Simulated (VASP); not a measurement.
Input of a VASP 6.6.1 run:

The input INCAR:

```
  ALGO = Normal
  EDIFF = 1E-6
  ENCUT = 600
  GGA = PS
  GGA_COMPAT = False
  ISIF = 2
  ISMEAR = 0
  LASPH = True
  LCHARG = False
  LREAL = False
  LWAVE = False
  NBANDS = 11
  NELM = 120
  PREC = Accurate
  SIGMA = 0.01
```

File KPOINTS:

```
k-points
0
Gamma
  9 9 9
```

File POSCAR:

```
SiC
1.0
    0.0267013557      2.1724550861      2.1724550861
    2.1724550861      0.0267013557      2.1724550861
    2.1724550861      2.1724550861      0.0267013557
Si C
1 1
Direct
    0.0006788474      0.0006788474      0.0006788474
    0.2493211526      0.2493211526      0.2493211526
```

Potentials or basis: VASP PAW PBE potentials, release 64 (Si, C).

Run with:

```console
$ cat potpaw_PBE.64/Si/POTCAR potpaw_PBE.64/C/POTCAR > POTCAR
$ mpirun -np 1 vasp_std > vasp.out
```

Estimate the band gap on the k mesh.

1.28 eV (least direct gap 4.43 eV).

Predict the pressure.

6.5 GPa.

Stress tensor (GPa, compression positive):
```
 6.53 -3.17 -3.17
-3.17  6.53 -3.17
-3.17 -3.17  6.53
```

Caveat: the cell stands under pressure; the PAW data sets were made with another functional, which shifts forces and pressure a little; an odd mesh through Γ misses points on the zone boundary, where band edges can lie.
